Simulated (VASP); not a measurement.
A run of VASP 6.6.1 is set up as follows.

INCAR

```
SYSTEM = CdI
PREC = Accurate
ENCUT = 600
EDIFF = 1E-6
ISMEAR = 0
SIGMA = 0.1
LREAL = .FALSE.
LASPH = .TRUE.
NELM = 80
ALGO = Normal
ISIF = 3
LWAVE = .FALSE.
LCHARG = .FALSE.
GGA = PE
IBRION = 2
NSW = 80
EDIFFG = -0.01
```

The input KPOINTS:

```
Automatic mesh
0
G
  12 12 6
  0 0 0
```

The input POSCAR:

```
CdI
1.0
    4.6879976731      0.0000000000      0.0000000000
   -2.3439988366      4.0599250778      0.0000000000
    0.0000000000      0.0000000000      7.6839561667
Cd I
2 2
Direct
    0.3333333333      0.6666666667      0.0002204788
    0.6666666667      0.3333333333      0.5002204788
    0.3333333333      0.6666666667      0.3747795212
    0.6666666667      0.3333333333      0.8747795212
```

Potentials or basis: VASP PAW PBE potentials, release 64 (Cd, I).

The run is started by

```bash
$ cat potpaw_PBE.64/Cd/POTCAR potpaw_PBE.64/I/POTCAR > POTCAR
$ mpirun -np 1 vasp_std > vasp.out
```

Q: Estimate the band gap on the k mesh.

A: Zero (bands 19 and 20 overlap by 0.77 eV).

Q: Estimate the relaxed volume.

A: 43.38 Å³/atom.

Q: What does it give for the space group after relaxing (to 0.1 Å)?

A: P6_3mc (No. 186).

Q: What does it give for the relaxed cell?

A: a = 4.540 Å, b = 4.540 Å, c = 9.718 Å, α = 90.00°, β = 90.00°, γ = 120.00°.

The path:
```csv
step,energy change (eV),largest force (eV/Å),pressure (GPa),volume (Å³)
1,0.0000,0.0680,7.74,146.25
2,-0.9232,0.0245,0.84,186.89
3,-0.9426,0.0087,-0.40,204.17
4,-0.9506,0.0132,-0.03,198.26
5,-0.9506,0.0142,0.04,197.11
6,-0.9509,0.0186,0.04,197.09
7,-0.9517,0.0330,0.04,197.04
8,-0.9526,0.0597,0.04,196.91
9,-0.9531,0.0596,0.03,197.08
10,-0.9544,0.0598,-0.02,197.60
11,-0.9570,0.0607,-0.11,198.62
12,-0.9615,0.0622,-0.30,200.65
13,-0.9643,0.0483,-0.66,204.66
14,-0.9646,0.0524,-0.54,203.31
15,-0.9648,0.0524,-0.55,203.34
16,-0.9652,0.0520,-0.56,203.40
17,-0.9661,0.0522,-0.58,203.53
18,-0.9680,0.0507,-0.62,203.79
19,-0.9712,0.0433,-0.71,204.29
20,-0.9736,0.0084,-0.90,205.24
21,-0.9785,0.0064,-0.92,204.51
22,-0.9884,0.0613,-0.98,202.28
23,-0.9756,0.2067,-1.11,197.58
24,-0.9891,0.0900,-1.01,201.46
25,-1.0024,0.0943,-0.91,199.11
26,-1.0338,0.1089,-0.59,192.19
27,-1.0533,0.1392,0.26,178.80
28,-1.0545,0.1320,0.06,181.58
29,-1.0640,0.0901,0.06,180.20
30,-1.0793,0.0283,0.09,176.02
31,-1.0800,0.0593,0.12,174.84
32,-1.0812,0.0493,0.01,175.60
33,-1.0815,0.0411,-0.07,176.21
34,-1.0821,0.0303,-0.06,175.90
35,-1.0831,0.0048,-0.03,174.94
36,-1.0831,0.0087,-0.02,174.84
37,-1.0836,0.0076,-0.02,174.18
38,-1.0838,0.0064,-0.01,173.51
```

Caveat: the volume moved by over 15 % at a fixed basis, so the end points are rough; spin-orbit coupling is left out, which moves the levels of the heavy elements.
